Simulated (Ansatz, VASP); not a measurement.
Two plane-wave programs on MgH2

```
CELL_PARAMETERS angstrom
-1.68147 1.68147 2.37622
1.68147 -1.68147 2.37622
1.68147 1.68147 -2.37622
ATOMIC_POSITIONS crystal
Mg 0.00000 0.00000 0.00000
H 0.25000 0.75000 0.50000
H 0.75000 0.25000 0.50000
```

Alike in both runs: functional PBE; k mesh 8 × 8 × 8; occupations gaussian, width 0.1 eV; no spin polarisation.

Ansatz relaxed the structure, and its values are those at the end. VASP's run is a single point on that final structure, the one shown.

```csv
,VASP,Ansatz
version,VASP 6.6.1,Ansatz 0.2.0
potentials or method,"VASP PAW PBE potentials, release 64 (Mg, H), cutoff 520 eV","scalar-relativistic, plane waves, PAW"
valence electrons in the cell,4,12
```

|  | VASP | Ansatz | Ansatz less VASP |
| --- | --- | --- | --- |
| gap on the k mesh at the Fermi level (eV) | none | none | - |
| pressure (GPa) | -0.4 | 0.0 | +0.40 |

A gap of «none» marks a metal or a gap that the smearing closes. VASP's potentials hold 4 valence electrons a cell and Ansatz's 12, so a difference there can come from the potentials and not from the codes.
